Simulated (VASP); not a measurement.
# LiF in VASP: further runs, part 2 of 2

VASP 6.6.1. Earlier steps stand in the parts before.

## (5) Single point, r2SCAN (strain +0.080 along x and y, +0.080 along z)

POSCAR reads:

```
LiF
1.0
    2.7642956400      0.0000000000      0.0000000000
    0.0000000000      2.7642956400      0.0000000000
    0.0000000000      0.0000000000      2.7642956400
Li F
1 1
Direct
    0.0000000000      0.0000000000      0.0000000000
    0.5000000000      0.5000000000      0.5000000000
```

INCAR.step1 reads:

```
SYSTEM = LiF
ALGO     = Normal         ! electronic algorithm
EDIFF    = 1E-4           ! SCF threshold, eV
ENCUT    = 520            ! plane-wave cutoff, eV
GGA      = PE             ! functional
ISMEAR   = 0              ! smearing method
LASPH    = .TRUE.         ! aspherical terms in the spheres
LCHARG   = .FALSE.        ! write CHGCAR
LREAL    = .FALSE.        ! projectors in reciprocal space
LWAVE    = .TRUE.         ! write WAVECAR
NBANDS   = 12             ! bands
NELM     = 60             ! most SCF steps
PREC     = Accurate       ! precision mode
SIGMA    = 0.05           ! smearing width, eV
```

INCAR.step2 reads:

```
SYSTEM = LiF
ALGO     = Normal         ! electronic algorithm
EDIFF    = 1E-6           ! SCF threshold, eV
ENCUT    = 520            ! plane-wave cutoff, eV
ISIF     = 2              ! what is computed and relaxed
ISMEAR   = 0              ! smearing method
ISTART   = 1            
LASPH    = .TRUE.         ! aspherical terms in the spheres
LCHARG   = .FALSE.        ! write CHGCAR
LMIXTAU  = .TRUE.       
LREAL    = .FALSE.        ! projectors in reciprocal space
LWAVE    = .FALSE.        ! write WAVECAR
METAGGA  = R2SCAN         ! meta-GGA
NBANDS   = 12             ! bands
NELM     = 60             ! most SCF steps
PREC     = Accurate       ! precision mode
SIGMA    = 0.05           ! smearing width, eV
```

KPOINTS reads:

```
k-points
0
G
  10 10 10
  0 0 0
```

On the command line:

```console
$ cat potpaw_PBE.64/Li_sv/POTCAR potpaw_PBE.64/F/POTCAR > POTCAR
$ cp INCAR.step1 INCAR
$ mpirun -np 1 vasp_std > vasp.out
$ cp INCAR.step2 INCAR
$ mpirun -np 1 vasp_std > vasp.out
```

Wall time 64 s (1 thread of Intel Xeon 8259CL, shared host); peak memory 0.14 GiB.

Results (log left out):

```
Free energy            : -11.0036 eV
Band gap on the k mesh : 6.97 eV, indirect (least direct gap 7.45 eV)
```

Levels at points of the mesh, in eV from the valence-band top:
| k point | band 1 | band 2 | band 3 | band 4 | band 5 | band 6 | band 7 | band 8 | band 9 | band 10 |
| --- | --- | --- | --- | --- | --- | --- | --- | --- | --- | --- |
| (0.00, 0.00, 0.00) | -44.46 | -21.12 | -0.48 | -0.48 | -0.48 | 6.97 | 18.36 | 18.36 | 19.96 | 19.96 |
| (0.50, 0.00, 0.00) | -44.44 | -20.85 | -2.71 | -0.20 | -0.20 | 8.99 | 12.95 | 19.70 | 19.70 | 23.30 |
| (0.50, 0.50, 0.00) | -44.43 | -20.56 | -2.34 | -2.34 | 0.00 | 13.06 | 13.06 | 13.11 | 18.14 | 22.95 |
| (0.50, 0.50, 0.50) | -44.41 | -20.31 | -1.64 | -1.64 | -1.64 | 11.45 | 11.45 | 11.45 | 22.28 | 22.28 |

Caveat: the cell differs from its parent crystal (strain +0.080 along x and y, +0.080 along z); the cutoff is under 1.25 times the usual one of these potentials, so pressure, stress and relaxed cells hold a basis-set (Pulay) error; the PAW data sets were made with another functional, which shifts forces and pressure a little. A k mesh can miss the band edges.

## (6) Single point, r2SCAN (strain -0.080 along x and y, -0.040 along z)

POSCAR reads:

```
LiF
1.0
    2.3547703600      0.0000000000      0.0000000000
    0.0000000000      2.3547703600      0.0000000000
    0.0000000000      0.0000000000      2.4571516800
Li F
1 1
Direct
    0.0000000000      0.0000000000      0.0000000000
    0.5000000000      0.5000000000      0.5000000000
```

INCAR.step1 reads:

```
PREC     = Accurate       # precision mode
ENCUT    = 520            # plane-wave cutoff, eV
ISMEAR   = 0              # smearing method
SIGMA    = 0.05           # smearing width, eV
LREAL    = False          # projectors in reciprocal space
LASPH    = True           # aspherical terms in the spheres
NELM     = 100            # most SCF steps
NBANDS   = 12             # bands
GGA      = PE             # functional
ALGO     = Normal         # electronic algorithm
EDIFF    = 1E-4           # SCF threshold, eV
LWAVE    = True           # write WAVECAR
LCHARG   = False          # write CHGCAR
```

INCAR.step2 reads:

```
PREC     = Accurate       # precision mode
ENCUT    = 520            # plane-wave cutoff, eV
EDIFF    = 1E-7           # SCF threshold, eV
ISMEAR   = 0              # smearing method
SIGMA    = 0.05           # smearing width, eV
LREAL    = False          # projectors in reciprocal space
LASPH    = True           # aspherical terms in the spheres
NELM     = 100            # most SCF steps
ALGO     = Normal         # electronic algorithm
ISIF     = 2              # what is computed and relaxed
LWAVE    = False          # write WAVECAR
LCHARG   = False          # write CHGCAR
METAGGA  = R2SCAN         # meta-GGA
LMIXTAU  = True         
NBANDS   = 12             # bands
ISTART   = 1
```

KPOINTS reads:

```
regular mesh
0
Gamma
  10 10 10
```

Potentials or basis: VASP PAW PBE potentials, release 64 (Li_sv, F).

On the command line:

```console
$ cat potpaw_PBE.64/Li_sv/POTCAR potpaw_PBE.64/F/POTCAR > POTCAR
$ cp INCAR.step1 INCAR
$ mpirun -np 1 vasp_std > vasp.out
$ cp INCAR.step2 INCAR
$ mpirun -np 1 vasp_std > vasp.out
```

OUTCAR:

```text
PREC = Accurate
   ENCUT = 520
   EDIFF = 1E-7
   ISMEAR = 0
   LREAL = False
   LASPH = True
   NELM = 100
   ISIF = 2
   METAGGA = R2SCAN
   ISTART = 1

 ion  position               nearest neighbor table
   1  0.000  0.000  0.000-   2 2.07   2 2.07   2 2.07   2 2.07   2 2.07   2 2.07   2 2.07   2 2.07

   2  0.500  0.500  0.500-   1 2.07   1 2.07   1 2.07   1 2.07   1 2.07   1 2.07   1 2.07   1 2.07

  LATTYP: Found a simple tetragonal cell.
 ALAT       =     2.3547703600
 C/A-ratio  =     1.0434782609

  Lattice vectors:

 A1 = (   2.3547703600,   0.0000000000,   0.0000000000)
 A2 = (   0.0000000000,   2.3547703600,   0.0000000000)
 A3 = (   0.0000000000,   0.0000000000,   2.4571516800)

Analysis of symmetry for initial positions (statically):
=====================================================================
 Subroutine PRICEL returns:
 Original cell was already a primitive cell.

 Routine SETGRP: Setting up the symmetry group for a
 simple tetragonal supercell.

 Subroutine GETGRP returns: Found 16 space group operations
 (whereof 16 operations were pure point group operations)
 out of a pool of 16 trial point group operations.

The static configuration has the point symmetry D_4h.

[... 168 lines left out ...]
 k-point     1 :       0.0000    0.0000    0.0000
  band No.  band energies     occupation
      1     -42.8378      2.00000
      2     -21.7688      2.00000
      3      -0.1482      2.00000
      4       0.4410      2.00000
      5       0.4410      2.00000
      6      11.9581      0.00000
      7      21.7953      0.00000
      8      22.9868      0.00000
      9      25.7234      0.00000
     10      27.1279      0.00000
     11      27.1279      0.00000
     12      44.2870      0.00000
[... 331 lines left out ...]
 k-point    24 :       0.2000    0.0000    0.1000
  band No.  band energies     occupation
      1     -42.7936      2.00000
      2     -21.4884      2.00000
      3      -1.0906      2.00000
      4      -0.3340      2.00000
      5       0.6628      2.00000
      6      12.8045      0.00000
      7      20.1781      0.00000
      8      22.0556      0.00000
      9      26.8639      0.00000
     10      26.8945      0.00000
     11      32.7928      0.00000
     12      37.7608      0.00000

 [... further k-points ...]
[... 5 lines left out ...]
  --------------------------------------------------------------------------------------
  -------------------------------------------------------------------------------------
  Total        1.8934998      1.8934998      0.4000377      0.0000000      0.0000000      0.0000000
  in kB      222.6623362    222.6623362     47.0416413      0.0000000      0.0000000      0.0000000
  external PRESSURE =     164.1221045 kB  Pullay stress =       0.0000000 kB

 VOLUME and BASIS-vectors are now :
 -----------------------------------------------------------------------------
  energy-cutoff  :      520.00
  volume of cell :       13.62
      direct lattice vectors                 reciprocal lattice vectors
     2.354770360  0.000000000  0.000000000     0.424669860  0.000000000  0.000000000
     0.000000000  2.354770360  0.000000000     0.000000000  0.424669860  0.000000000
     0.000000000  0.000000000  2.457151680     0.000000000  0.000000000  0.406975283

 POSITION                                       TOTAL-FORCE (eV/Angst)
 -----------------------------------------------------------------------------------
      0.00000      0.00000      0.00000         0.000000      0.000000      0.000000
      1.17739      1.17739      1.22858         0.000000      0.000000      0.000000
 -----------------------------------------------------------------------------------
    total drift:                                0.000000     -0.000000      0.000000

  FREE ENERGIE OF THE ION-ELECTRON SYSTEM (eV)
  ---------------------------------------------------
  free  energy   TOTEN  =       -11.1529968080 eV

  energy  without entropy=      -11.1529968080  energy(sigma->0) =      -11.15299681
```

OSZICAR.step1:

```text
N       E                     dE             d eps       ncg     rms          rms(c)
DAV:   1     0.302185471742E+02    0.30219E+02   -0.56144E+03  3212   0.872E+02
DAV:   2    -0.852241870407E+01   -0.38741E+02   -0.38071E+02  3780   0.191E+02
DAV:   3    -0.940269092144E+01   -0.88027E+00   -0.87917E+00  3776   0.242E+01
DAV:   4    -0.940856593514E+01   -0.58750E-02   -0.58749E-02  3404   0.215E+00
DAV:   5    -0.940861566150E+01   -0.49726E-04   -0.49726E-04  3692   0.151E-01    0.454E+00
DAV:   6    -0.886071474074E+01    0.54790E+00   -0.22525E+00  3140   0.963E+00    0.127E+00
DAV:   7    -0.885027959320E+01    0.10435E-01   -0.28413E-02  4040   0.140E+00    0.809E-01
DAV:   8    -0.884733302017E+01    0.29466E-02   -0.11621E-02  3900   0.115E+00    0.948E-02
DAV:   9    -0.884735376021E+01   -0.20740E-04   -0.53093E-04  3572   0.216E-01
   1 F= -.88473538E+01 E0= -.88473538E+01  d E =-.576470E-23
```

Wall time 1.9 min (1 thread of Intel Xeon 8259CL, shared host); peak memory 0.13 GiB.

What came out:

* Free energy: -11.1530 eV
* Band gap on the k mesh: 10.65 eV, indirect (least direct gap 11.40 eV)

Caveat: the cell differs from its parent crystal (strain -0.080 along x and y, -0.040 along z); the cutoff is under 1.25 times the usual one of these potentials, so pressure, stress and relaxed cells hold a basis-set (Pulay) error; the PAW data sets were made with another functional, which shifts forces and pressure a little.

## (7) Overview

| cell | gap on the mesh (eV) |
| --- | --- |
| a = 2.355 Å, 2 atoms | 11.34 |
| a = 2.457 Å, 2 atoms | 9.86 |
| a = 2.662 Å, 2 atoms | 7.74 |
| a = 2.764 Å, 2 atoms | 6.97 |
| a = 2.355, b = 2.355, c = 2.457 Å, 2 atoms | 10.65 |

Alike in all rows: task single point; level r2SCAN; potentials or basis VASP PAW PBE potentials, release 64 (Li_sv, F); no spin polarisation; k mesh 10 × 10 × 10; cutoff (eV) 520; smearing gaussian 0.05 eV.

Caveats: the cutoff is under 1.25 times the usual one of these potentials, so pressure, stress and relaxed cells hold a basis-set (Pulay) error; the PAW data sets were made with another functional, which shifts forces and pressure a little.

Total energies depend on the potentials used, so only differences within one code and one set of settings carry meaning.
